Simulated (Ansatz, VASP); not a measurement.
One calculation of Ti5W, two programs

```
Ti W
1.0
     2.87666    0.00000    0.00000
    -1.43833    2.49126    0.00000
     0.00000    0.00000   14.25119
Ti W
5 1
Direct
  0.33333 0.66667 0.83111
  0.33333 0.66667 0.16889
  0.33333 0.66667 0.50000
  0.66667 0.33333 0.33227
  0.66667 0.33333 0.66773
  0.66667 0.33333 0.00000
```

Alike in both runs: functional PBE; k mesh 18 × 18 × 4; occupations gaussian, width 0.1 eV; no spin polarisation.

Ansatz relaxed the structure, and its values are those at the end. VASP's run is a single point on that final structure, the one shown.

|  | VASP | Ansatz |
| --- | --- | --- |
| version | VASP 6.6.1 | Ansatz 0.2.0 |
| potentials or method | VASP PAW PBE potentials, release 64 (Ti_sv, W_sv), cutoff 520 eV | scalar-relativistic, plane waves, PAW |
| valence electrons in the cell | 74 | 74 |

```csv
,VASP,Ansatz,Ansatz less VASP
gap on the k mesh at the Fermi level (eV),none,none,-
pressure (GPa),-0.2,0.0,+0.23
rms of the force components (eV/Å),0.003,0.000,-0.0030
```

A gap of «none» marks a metal or a gap that the smearing closes.

Spin-orbit coupling is off throughout.
